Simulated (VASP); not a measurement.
A run of VASP 6.6.1 is set up as follows.

Contents of INCAR:

```
ALGO = Normal ; EDIFF = 1E-6
EDIFFG = -0.005 ; ENCUT = 600
GGA = PE ; IBRION = 2
ISIF = 3 ; ISMEAR = 0
LASPH = True ; LCHARG = False
LREAL = False ; LWAVE = False
NELM = 100 ; NSW = 100
PREC = Accurate ; SIGMA = 0.02
```

KPOINTS

```
k-points
0
Gamma
  6 6 6
```

File POSCAR:

```
PbF2
1.0
    0.0000000000      2.9579484323      2.9579484323
    2.9579484323      0.0000000000      2.9579484323
    2.9579484323      2.9579484323      0.0000000000
Pb F
1 2
Direct
    0.0000000000      0.0000000000      0.0000000000
    0.7500000000      0.7500000000      0.7500000000
    0.2500000000      0.2500000000      0.2500000000
```

Potentials or basis: VASP PAW PBE potentials, release 64 (Pb_d, F).

Command:

```bash
$ cat potpaw_PBE.64/Pb_d/POTCAR potpaw_PBE.64/F/POTCAR > POTCAR
$ mpirun -np 1 vasp_std > vasp.out
```

Problem. Predict the relaxed volume.

Solution. 17.95 Å³/atom.

Problem. Predict the space group after relaxing (to 0.05 Å).

Solution. Fm-3m (No. 225).

The path:
| step | energy change (eV) | largest force (eV/Å) | pressure (GPa) | volume (Å³) |
| --- | --- | --- | --- | --- |
| 1 | 0.0000 | 0.0000 | 2.90 | 51.76 |
| 2 | -0.0179 | 0.0000 | -0.35 | 54.13 |
| 3 | -0.0182 | 0.0000 | 0.01 | 53.84 |
